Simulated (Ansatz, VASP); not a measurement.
**One calculation of BaH, two programs**

```
CELL_PARAMETERS angstrom
4.79517 0.00000 0.00000
-2.39759 4.15274 0.00000
0.00000 0.00000 5.68602
ATOMIC_POSITIONS crystal
Ba 0.33333 0.66667 0.75000
Ba 0.66667 0.33333 0.25000
H 0.33333 0.66667 0.25000
H 0.66667 0.33333 0.75000
```

Alike in both runs: functional PBE; k mesh 12 × 12 × 8; occupations gaussian, width 0.1 eV; no spin polarisation.

Ansatz relaxed the structure, and its values are those at the end. VASP's run is a single point on that final structure, the one shown.

```csv
,VASP,Ansatz
version,VASP 6.6.1,Ansatz 0.2.0
potentials or method,"VASP PAW PBE potentials, release 64 (Ba_sv, H), cutoff 520 eV","scalar-relativistic, plane waves, PAW"
valence electrons in the cell,22,22
```

VASP gave:

- gap on the k mesh at the Fermi level (eV): none
- pressure (GPa): 0.3

Q: Which values does Ansatz return?

A: gap on the k mesh at the Fermi level (eV): none; pressure (GPa): 0.0.

A gap of «none» marks a metal or a gap that the smearing closes. With one functional, cell and mesh, what is left measures potentials, basis and numerics.

Neither program's run includes spin-orbit coupling.
